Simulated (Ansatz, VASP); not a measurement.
**Ge: VASP beside Ansatz**

INCAR

```
PREC = Accurate
ENCUT = 520
EDIFF = 1E-6
ISMEAR = 0
SIGMA = 0.1
LREAL = F
LASPH = T
NELM = 80
ALGO = Normal
ISIF = 2
LWAVE = F
LCHARG = F
GGA = PE
NBANDS = 36
```

The input KPOINTS:

```
Automatic mesh
0
Gamma
  4 4 4
```

File POSCAR:

```
Ge
1.0
   -3.2583480500      3.2583480500      3.2583480500
    3.2583480500     -3.2583480500      3.2583480500
    3.2583480500      3.2583480500     -3.2583480500
Ge
4
Direct
    0.7500000000      0.7500000000      0.7500000000
    0.5000000000      0.0000000000      0.7500000000
    0.0000000000      0.7500000000      0.5000000000
    0.7500000000      0.5000000000      0.0000000000
```

Input for Ansatz:

```yaml
crystal:
  lattice:
    - [-3.25834805, 3.25834805, 3.25834805]
    - [3.25834805, -3.25834805, 3.25834805]
    - [3.25834805, 3.25834805, -3.25834805]
  atoms:
    - { symbol: Ge, position: [0.75, 0.75, 0.75] }
    - { symbol: Ge, position: [0.5, 0.0, 0.75] }
    - { symbol: Ge, position: [0.0, 0.75, 0.5] }
    - { symbol: Ge, position: [0.75, 0.5, 0.0] }
basis:
  ecutwfc: 420
kpoints:
  mp_grid: { grid: [4, 4, 4] }
hamiltonian:
  xc: pbe
scf:
  occupations: { method: gaussian, width: 0.1 }
  lower_state_search: "off"
output:
  forces: true
  stress: true
  eigenvalues: true
```

Alike in both runs: task single point; functional PBE; k mesh 4 × 4 × 4; occupations gaussian, width 0.1 eV; no spin polarisation.

|  | VASP | Ansatz |
| --- | --- | --- |
| version | VASP 6.6.1 | Ansatz 0.2.0 |
| potentials or method | VASP PAW PBE potentials, release 64 (Ge_d), cutoff 520 eV | scalar-relativistic, plane waves, PAW |
| valence electrons in the cell | 56 | 56 |

```csv
,VASP,Ansatz,Ansatz less VASP
gap on the k mesh at the Fermi level (eV),none,none,-
pressure (GPa),6.0,6.0,+0.07
```

A gap of «none» marks a metal or a gap that the smearing closes.
